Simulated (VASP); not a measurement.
Write the native input for VASP 6.6.1 that does the following.

* Task: relaxation of cell and atoms
* Functional: LDA
* Potentials or basis: VASP PAW LDA potentials, release 64 (Mg_sv, O)
* Cutoff: 750 eV
* k mesh: 8 × 8 × 8
* Occupations: gaussian, width 0.02 eV
* Spin: no spin polarisation
* Dipole correction: no
* Mended: yes
* Further INCAR settings: ALGO = Normal; EDIFF = 1e-07; IBRION = 2; EDIFFG = -0.002; NSW = 100; ISIF = 3

The structure of MgO lies in POSCAR:

```
MgO
1.0
    0.0000000000      2.0816499858      2.0816499858
    2.0816499858      0.0000000000      2.0816499858
    2.0816499858      2.0816499858      0.0000000000
Mg O
1 1
Direct
    0.0000000000      0.0000000000      0.0000000000
    0.5000000000      0.5000000000      0.5000000000
```

One way to write it, as run:

INCAR

```
SYSTEM = MgO
PREC = Accurate
ENCUT = 750
EDIFF = 1E-7
ISMEAR = 0
SIGMA = 0.02
LREAL = .FALSE.
LASPH = .TRUE.
NELM = 120
ALGO = Normal
ISIF = 3
LWAVE = .FALSE.
LCHARG = .FALSE.
IBRION = 2
NSW = 100
EDIFFG = -0.002
GGA_COMPAT = .FALSE.
NELMIN = 4
```

KPOINTS

```
Automatic mesh
0
G
  8 8 8
  0 0 0
```

Potentials or basis: VASP PAW LDA potentials, release 64 (Mg_sv, O).

Launch:

```sh
$ cat potpaw_LDA.64/Mg_sv/POTCAR potpaw_LDA.64/O/POTCAR > POTCAR
$ mpirun -np 1 vasp_std > vasp.out
```

Results of the run:

```
Relaxed volume                        : 9.00 Å³/atom
Relaxed cell                          : a = 2.942 Å, b = 2.942 Å, c = 2.942 Å, α = 60.00°, β = 60.00°, γ = 60.00°
Space group after relaxing (to 0.1 Å) : Fm-3m (No. 225)
Energy gained by relaxing             : 0.0 meV/atom
Ionic steps                           : 3
Pressure after relaxing               : 0.0 GPa
Band gap on the k mesh                : 5.04 eV
```

Run time: 27 s on 1 thread of Intel(R) Xeon(R) Platinum 8259CL CPU @ 2.50GHz (Skylake/Cascade Lake) (shared host), peak memory 0.14 GiB.
